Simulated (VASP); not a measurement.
## As8Pb: single point with PBE+D3(BJ)

The system is As8Pb.

```
CELL_PARAMETERS angstrom
7.51900 0.00000 0.00000
-3.75950 6.51164 0.00000
0.00000 0.00000 4.65026
ATOMIC_POSITIONS crystal
As 0.83333 0.66667 0.13689
As 0.83333 0.16667 0.13689
As 0.33333 0.66667 0.13689
As 0.33333 0.16667 0.13689
As 0.66667 0.83333 0.86311
As 0.66667 0.33333 0.86311
As 0.16667 0.83333 0.86311
As 0.16667 0.33333 0.86311
Pb 0.00000 0.00000 0.50000
```

* Program: VASP 6.6.1
* Task: single point
* Functional: PBE
* Dispersion: D3(BJ)
* Potentials or basis: VASP PAW PBE potentials, release 64 (As, Pb_d)
* Cutoff: 520 eV
* k mesh: 3 × 3 × 4
* Occupations: gaussian, width 0.1 eV
* Spin: no spin polarisation
* Dipole correction: no
* Further INCAR settings: ALGO = Normal; EDIFF = 1e-06; NBANDS = 37

```yaml
Pressure: 4.4 GPa
Largest_force: 0.838 eV/Å
Band_gap_on_the_k_mesh: zero (bands 27 and 28 overlap by 1.19 eV)
Dispersion_energy_per_atom: -0.365 eV
```

Forces on the atoms (eV/Å):
```
As   0.000 -0.831 -0.107
As  -0.720  0.415 -0.107
As   0.000  0.000  0.785
As   0.720  0.415 -0.107
As  -0.720 -0.415  0.107
As   0.000  0.000 -0.785
As   0.720 -0.415  0.107
As   0.000  0.831  0.107
Pb   0.000  0.000  0.000
```

Stress tensor (GPa, compression positive):
```
3.22 0.00 0.00
0.00 3.22 0.00
0.00 0.00 6.63
```

Levels at points of the mesh, in eV from the Fermi level:
| k point | band 25 | band 26 | band 27 | band 28 | band 29 | band 30 |
| --- | --- | --- | --- | --- | --- | --- |
| (0.00, 0.00, 0.00) | -2.10 | -1.71 | -0.22 | -0.09 | -0.09 | 0.13 |
| (0.00, 0.00, 0.50) | -1.40 | -1.37 | -0.05 | -0.05 | 0.02 | 0.11 |

Wall time 48 s on 1 thread of Intel(R) Xeon(R) 6975P-C (Granite Rapids), with other jobs on the host, peak memory 0.35 GiB.

Caveat: the cell stands under pressure; spin-orbit coupling is left out, which moves the levels of the heavy elements.
